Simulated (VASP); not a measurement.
# SnSe (Fm-3m) in VASP: single point with HSE06

Aim: the single point of SnSe with HSE06.

Program: VASP 6.6.1. These are calculated values, not measurements. Logs are shortened: lines on timing, memory, paths and dates and some standing lists are left out, and cuts for length are marked.

## Step 1: The cell of the first run

It takes space group Fm-3m (No. 225, cubic). The conventional cell has a = 5.970 Å, b = 5.970 Å, c = 5.970 Å, α = 90.00°, β = 90.00°, γ = 90.00°. Within 3.9 Å of Sn (site symmetry m-3m) lie 6 Se at 2.98 Å. Se (site symmetry m-3m) has 6 Sn at 2.98 Å within 3.9 Å.

## Step 2: Single point, HSE06

The input, POSCAR:

```
SnSe
1.0
    0.0000000000      2.9848893437      2.9848893437
    2.9848893437      0.0000000000      2.9848893437
    2.9848893437      2.9848893437      0.0000000000
Sn Se
1 1
Direct
    0.0000000000      0.0000000000      0.0000000000
    0.5000000000      0.5000000000      0.5000000000
```

The input, INCAR.step1:

```
SYSTEM = SnSe
  ALGO = Normal
  EDIFF = 1E-5
  ENCUT = 520
  GGA = PE
  ISIF = 2
  ISMEAR = 0
  LASPH = .True.
  LCHARG = .False.
  LREAL = .False.
  LWAVE = .True.
  NBANDS = 17
  NELM = 100
  PREC = Accurate
  SIGMA = 0.01
```

The input, INCAR.step2:

```
SYSTEM = SnSe
  ALGO = Normal
  EDIFF = 1E-6
  ENCUT = 520
  GGA = PE
  HFSCREEN = 0.2079
  ISIF = 2
  ISMEAR = 0
  ISTART = 1
  LASPH = .True.
  LCHARG = .False.
  LHFCALC = .True.
  LREAL = .False.
  LWAVE = .False.
  NBANDS = 17
  NELM = 100
  PREC = Accurate
  PRECFOCK = Normal
  SIGMA = 0.01
```

The input, KPOINTS:

```
k-points
0
Gamma
  6 6 6
  0 0 0
```

Potentials or basis: VASP PAW PBE potentials, release 64 (Sn_d, Se).

Command:

```bash
cat potpaw_PBE.64/Sn_d/POTCAR potpaw_PBE.64/Se/POTCAR > POTCAR
cp INCAR.step1 INCAR
mpirun -np 1 vasp_std > vasp.out
cp INCAR.step2 INCAR
mpirun -np 1 vasp_std > vasp.out
```

OUTCAR:

```text
SYSTEM = SnSe
   EDIFF = 1E-6
   ENCUT = 520
   GGA = PE
   HFSCREEN = 0.2079
   ISIF = 2
   ISMEAR = 0
   ISTART = 1
   LASPH = .True.
   LHFCALC = .True.
   LREAL = .False.
   NELM = 100
   PREC = Accurate
   PRECFOCK = Normal

 ion  position               nearest neighbor table
   1  0.000  0.000  0.000-   2 2.98   2 2.98   2 2.98   2 2.98   2 2.98   2 2.98
   2  0.500  0.500  0.500-   1 2.98   1 2.98   1 2.98   1 2.98   1 2.98   1 2.98

  LATTYP: Found a face centered cubic cell.
 ALAT       =     5.9697786874

  Lattice vectors:

 A1 = (   0.0000000000,   2.9848893437,   2.9848893437)
 A2 = (   2.9848893437,   0.0000000000,   2.9848893437)
 A3 = (   2.9848893437,   2.9848893437,   0.0000000000)

Analysis of symmetry for initial positions (statically):
=====================================================================
 Subroutine PRICEL returns:
 Original cell was already a primitive cell.

 Routine SETGRP: Setting up the symmetry group for a
 face centered cubic supercell.

 Subroutine GETGRP returns: Found 48 space group operations
 (whereof 48 operations were pure point group operations)
 out of a pool of 48 trial point group operations.

The static configuration has the point symmetry O_h .

Analysis of symmetry for dynamics (positions and initial velocities):
=====================================================================
 Subroutine PRICEL returns:
 Original cell was already a primitive cell.

 Routine SETGRP: Setting up the symmetry group for a
 face centered cubic supercell.

 Subroutine GETGRP returns: Found 48 space group operations
 (whereof 48 operations were pure point group operations)
 out of a pool of 48 trial point group operations.

The dynamic configuration has the point symmetry O_h .

 Subroutine INISYM returns: Found 48 space group operations
 (whereof 48 operations are pure point group operations),
 and found     1 'primitive' translations

----------------------------------------------------------------------------------------

                                     Primitive cell

  volume of cell :      53.1881

  direct lattice vectors                    reciprocal lattice vectors
     0.000000000  2.984889344  2.984889344    -0.167510397  0.167510397  0.167510397
     2.984889344  0.000000000  2.984889344     0.167510397 -0.167510397  0.167510397
     2.984889344  2.984889344  0.000000000     0.167510397  0.167510397 -0.167510397

  length of vectors
     4.221270992  4.221270992  4.221270992     0.290136519  0.290136519  0.290136519

  position of ions in fractional coordinates (direct lattice)
     0.000000000  0.000000000  0.000000000
     0.500000000  0.500000000  0.500000000

  ion indices of the primitive-cell ions
   primitive index   ion index
                 1           1
                 2           2

----------------------------------------------------------------------------------------

 KPOINTS: k-points

Automatic generation of k-mesh.
 Grid dimensions read from file:
 generate k-points for:    6    6    6

 Generating k-lattice:

  Cartesian coordinates                     Fractional coordinates (reciprocal lattice)
    -0.027918400  0.027918400  0.027918400     0.166666667  0.000000000  0.000000000
     0.027918400 -0.027918400  0.027918400     0.000000000  0.166666667  0.000000000
     0.027918400  0.027918400 -0.027918400     0.000000000  0.000000000  0.166666667

  Length of vectors
     0.048356087  0.048356087  0.048356087

  Shift w.r.t. Gamma in fractional coordinates (k-lattice)
     0.000000000  0.000000000  0.000000000

 Subroutine IBZKPT returns following result:
 ===========================================

 Found     16 irreducible k-points:

 Following reciprocal coordinates:
            Coordinates               Weight
  0.000000  0.000000  0.000000      1.000000
  0.166667  0.000000  0.000000      8.000000
  0.333333  0.000000  0.000000      8.000000
  0.500000  0.000000  0.000000      4.000000
  0.166667  0.166667  0.000000      6.000000
  0.333333  0.166667  0.000000     24.000000
[... 8 lines left out ...]
 -0.333333  0.333333  0.166667     24.000000
 -0.333333  0.500000  0.166667     12.000000
   k-points           NKPTS =     16   k-points in BZ     NKDIM =    216   number of bands    NBANDS=     17
   number of dos      NEDOS =    301   number of ions     NIONS =      2
   total plane-waves  NPLWV =  32768
   dimension x,y,z NGX =    32 NGY =   32 NGZ =   32
   dimension x,y,z NGXF=    64 NGYF=   64 NGZF=   64
   ions per type =               1   1
   NGX,Y,Z   is equivalent  to a cutoff of  12.60, 12.60, 12.60 a.u.
   NGXF,Y,Z  is equivalent  to a cutoff of  25.21, 25.21, 25.21 a.u.
 SYSTEM =  SnSe
   PREC   = accura    normal or accurate (medium, high low for compatibility)
   ISTART =      1    job   : 0-new  1-cont  2-samecut
   ICHARG =      0    charge: 1-file 2-atom 10-const
   ISPIN  =      1    spin polarized calculation?
   LNONCOLLINEAR =      F non collinear calculations
   LSORBIT =      F    spin-orbit coupling
   LASPH  =      T    aspherical Exc in radial PAW
   ENCUT  =  520.0 eV  38.22 Ry    6.18 a.u.   7.85  7.85  7.85*2*pi/ulx,y,z
   NELM   =    100;   NELMIN=  2; NELMDL=  0     # of ELM steps
   EDIFF  = 0.1E-05   stopping-criterion for ELM
   LREAL  =      F    real-space projection
   EDIFFG = 0.1E-04   stopping-criterion for IOM
   NSW    =      0    number of steps for IOM
   IBRION =     -1    ionic relax: 0-MD 1-quasi-New 2-CG
   NFREE  =      0    steps in history (QN), initial steepest desc. (CG)
   ISIF   =      2    stress and relaxation
   ISYM   =      3    0-nonsym 1-usesym 2-fastsym
   POTIM  = 0.5000    time-step for ionic-motion
   TEBEG  =    0.0;   TEEND  =   0.0 temperature during run
   PSTRESS=    0.0 pullay stress
   NELECT =      20.0000    total number of electrons
   NUPDOWN=      -1.0000    fix difference up-down
   EMIN   =  10.00;   EMAX   =-10.00  energy-range for DOS
   EFERMI =   0.00;   METHOD = LEGACY
   ISMEAR =     0;   SIGMA  =   0.01  broadening in eV -4-tet -1-fermi 0-gaus
   EFERMI_NEDOS =   21; number of points for ismear=-14 and -15
   IALGO  =     38    algorithm
   IMIX   =      1    mixing-type and parameters
     AMIX     =   0.40;   BMIX     =  1.00
     AMIX_MAG =   1.60;   BMIX_MAG =  1.00
  volume/ion in A,a.u.               =      26.59       179.47
  Fermi-wavevector in a.u.,A,eV,Ry     =   1.181626  2.232949 18.996989  1.396239
  Thomas-Fermi vector in A             =   2.317896
   LORBIT       =      0    0 simple, 1 ext, 2 COOP (PROOUT), +10 PAW based schemes
   GGA     = PE    functional components
   LHFCALC =     T    Hartree Fock is set to
   PRECFOCK=normal    Normal, Fast or Accurate (Low or Medium for compatibility)
   ENCUT4O =  -1.0   cutoff for four orbital integrals eV
   NKREDX  =     1    reduce k-point grid by
   NKREDY  =     1    reduce k-point grid by
   NKREDZ  =     1    reduce k-point grid by
   AEXX    =    0.2500 exact exchange contribution
   HFSCREEN=    0.2079 screening length (either q_TF or 0.3 A-1)
   HFSCREENC=   0.2079 screening length for correlation (either q_TF or 0.3 A-1)
   ENCUTFOCK=  -1.0 apply spherical cutoff to Coloumb kernel
   IVDW    =     0    specifies the selected vdW correction
   LEPSILON=     F    determine dielectric tensor
   LRPA    =     F    only Hartree local field effects (RPA)
 non-spin polarized calculation
 Gauss-broadening in eV      SIGMA  =   0.01
  energy-cutoff  :      520.00
  volume of cell :       53.19
 maximum number of plane-waves:      1459
  NGX = 24; NGY = 24; NGZ = 24

 number of electron      20.0000008 magnetization

 Free energy of the ion-electron system (eV)
  ---------------------------------------------------
  ext. energy  EPLUGINS =         0.00000000
  ---------------------------------------------------
  free energy    TOTEN  =        -9.77098383 eV

  energy without entropy =       -9.77098383  energy(sigma->0) =       -9.77098383

 E-fermi :   6.0108     XC(G=0):  -8.0882

 val. band max:        5.9415258232   @ k =   0.5000   0.0000   0.0000
 cond. band min:       6.4627819203   @ k =   0.5000   0.0000   0.0000
 fundamental gap:      0.5212560971
 Fermi energy:         6.0107854890

 k-point     1 :       0.0000    0.0000    0.0000
  band No.  band energies     occupation
      1     -18.2142      2.00000
      2     -18.2142      2.00000
      3     -18.2074      2.00000
      4     -18.2074      2.00000
      5     -18.2074      2.00000
      6      -9.9417      2.00000
[... 9 lines left out ...]
     16      12.0579      0.00000
     17      14.4964      0.00000

 k-point     2 :       0.1667    0.0000    0.0000
  band No.  band energies     occupation
      1     -18.2163      2.00000
      2     -18.2163      2.00000
      3     -18.2068      2.00000
      4     -18.2044      2.00000
      5     -18.2044      2.00000
      6      -9.7185      2.00000
[... 9 lines left out ...]
     16      12.7475      0.00000
     17      16.4076      0.00000

 k-point     3 :       0.3333    0.0000    0.0000
  band No.  band energies     occupation
      1     -18.2215      2.00000
      2     -18.2215      2.00000
      3     -18.2057      2.00000
      4     -18.1976      2.00000
      5     -18.1976      2.00000
      6      -9.1786      2.00000
[... 9 lines left out ...]
     16      14.5095      0.00000
     17      18.6066      0.00000

 k-point     4 :       0.5000    0.0000    0.0000
  band No.  band energies     occupation
      1     -18.2241      2.00000
      2     -18.2241      2.00000
      3     -18.2052      2.00000
      4     -18.1941      2.00000
      5     -18.1941      2.00000
      6      -8.8331      2.00000
[... 9 lines left out ...]
     16      16.7368      0.00000
     17      16.7368      0.00000
[... 183 lines left out ...]
      1     -18.2336      2.00000
      2     -18.2149      2.00000
      3     -18.2071      2.00000
      4     -18.1956      2.00000
      5     -18.1932      2.00000
      6      -8.7956      2.00000
[... 9 lines left out ...]
     16      16.4999      0.00000
     17      17.0670      0.00000

 k-point    15 :      -0.3333    0.3333    0.1667
  band No.  band energies     occupation
      1     -18.2350      2.00000
      2     -18.2166      2.00000
      3     -18.2018      2.00000
      4     -18.2000      2.00000
      5     -18.1905      2.00000
      6      -8.5587      2.00000
[... 9 lines left out ...]
     16      18.0310      0.00000
     17      18.0696      0.00000

 k-point    16 :      -0.3333    0.5000    0.1667
  band No.  band energies     occupation
      1     -18.2423      2.00000
      2     -18.2117      2.00000
      3     -18.2083      2.00000
      4     -18.1949      2.00000
      5     -18.1880      2.00000
      6      -8.4669      2.00000
[... 9 lines left out ...]
     16      17.8516      0.00000
     17      19.3733      0.00000

------------------------ aborting loop because EDIFF is reached ----------------------------------------

  FORCE on cell =-STRESS in cart. coord.  units (eV):
  Direction    XX          YY          ZZ          XY          YZ          ZX
  --------------------------------------------------------------------------------------
  -------------------------------------------------------------------------------------
  Total        0.2285561      0.2285561      0.2285561      0.0000000     -0.0000000      0.0000000
  in kB        6.8847587      6.8847587      6.8847587      0.0000000     -0.0000000      0.0000000
  external PRESSURE =       6.8847587 kB  Pullay stress =       0.0000000 kB

 VOLUME and BASIS-vectors are now :
 -----------------------------------------------------------------------------
  energy-cutoff  :      520.00
  volume of cell :       53.19
      direct lattice vectors                 reciprocal lattice vectors
     0.000000000  2.984889344  2.984889344    -0.167510397  0.167510397  0.167510397
     2.984889344  0.000000000  2.984889344     0.167510397 -0.167510397  0.167510397
     2.984889344  2.984889344  0.000000000     0.167510397  0.167510397 -0.167510397

 POSITION                                       TOTAL-FORCE (eV/Angst)
 -----------------------------------------------------------------------------------
      0.00000      0.00000      0.00000         0.000000     -0.000000     -0.000000
      2.98489      2.98489      2.98489         0.000000      0.000000      0.000000
 -----------------------------------------------------------------------------------
    total drift:                                0.000000     -0.000000      0.000000

  FREE ENERGIE OF THE ION-ELECTRON SYSTEM (eV)
  ---------------------------------------------------
  free  energy   TOTEN  =        -9.7709838350 eV

  energy  without entropy=       -9.7709838350  energy(sigma->0) =       -9.77098383
```

Wall time 1.6 h (1 thread of Oxide Virtual Turin-like, shared host); peak memory 0.27 GiB.

Results:

```yaml
Free_energy: -9.7710 eV
Pressure: 0.7 GPa
Band_gap_on_the_k_mesh: 0.52 eV
```

Caveat: the PAW data sets were made with another functional, which shifts forces and pressure a little; spin-orbit coupling is left out, which moves the levels of the heavy elements. A k mesh can miss the band edges.
